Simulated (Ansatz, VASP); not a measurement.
# MgO: VASP beside Ansatz

File INCAR:

```
PREC = Accurate
ENCUT = 520
EDIFF = 1E-6
ISMEAR = 0
SIGMA = 0.01
LREAL = False
LASPH = True
NELM = 60
ALGO = Normal
ISIF = 2
LWAVE = False
LCHARG = False
GGA = PS
IBRION = 2
NSW = 50
EDIFFG = -0.002
```

Contents of KPOINTS:

```
Automatic mesh
0
Gamma
  10 10 10
```

Contents of POSCAR:

```
MgO
1.0
    0.0105357006      2.1124079760      2.1124079760
    2.1124079760      0.0105357006      2.1124079760
    2.1124079760      2.1124079760      0.0105357006
Mg O
1 1
Direct
    0.0000000000      0.0000000000      0.0000000000
    0.5000000000      0.5000000000      0.5000000000
```

Input for Ansatz:

```yaml
crystal:
  lattice:
    - [0.01053570063, 2.11240797603, 2.11240797603]
    - [2.11240797603, 0.01053570063, 2.11240797603]
    - [2.11240797603, 2.11240797603, 0.01053570063]
  atoms:
    - { symbol: Mg, position: [0.0, 0.0, 0.0] }
    - { symbol: O, position: [0.5, 0.5, 0.5] }
kpoints:
  mp_grid: { grid: [10, 10, 10] }
scf:
  occupations: { method: fixed }
  convergence: { dr2_threshold: 1.0e-10 }
hamiltonian:
  xc: pbesol
  pseudopotentials: { kind: all_electron, lapw: { basis_error: 0.0005 } }
output:
  forces: true
  stress: true
  eigenstates:
    kpoints:
      - [0.0, 0.0, 0.0]
      - [-0.5, 0.0, -0.5]
      - [0.0, -0.5, -0.5]
      - [-0.5, -0.5, 0.0]
      - [-0.5, 0.0, 0.0]
      - [0.0, -0.5, 0.0]
      - [0.0, 0.0, -0.5]
      - [-0.5, -0.5, -0.5]
relax:
  f_tol: 0.002
  max_steps: 30
```

Change from the starting cell: equal xy, yz and zx engineering shears of +0.5 %.

Alike in both runs: task relaxation of the atoms; functional PBEsol; k mesh 10 × 10 × 10; no spin polarisation.

|  | VASP | Ansatz |
| --- | --- | --- |
| version | VASP 6.6.1 | Ansatz 0.2.0 |
| potentials or method | VASP PAW PBE potentials, release 64 (Mg, O), cutoff 520 eV | all-electron LAPW, scalar-relativistic |
| occupations | gaussian, width 0.01 eV | fixed |

```tsv
	VASP	Ansatz	Ansatz less VASP
gap on the k mesh at the Fermi level, each at its own relaxed structure (eV)	4.60	4.60	+0.002
```

VASP's potentials were made for PBE, not for PBEsol. Ansatz ran all-electron here, and VASP with PAW potentials.

Noted on VASP's run: the relaxation stopped at its first step, so nothing moved.
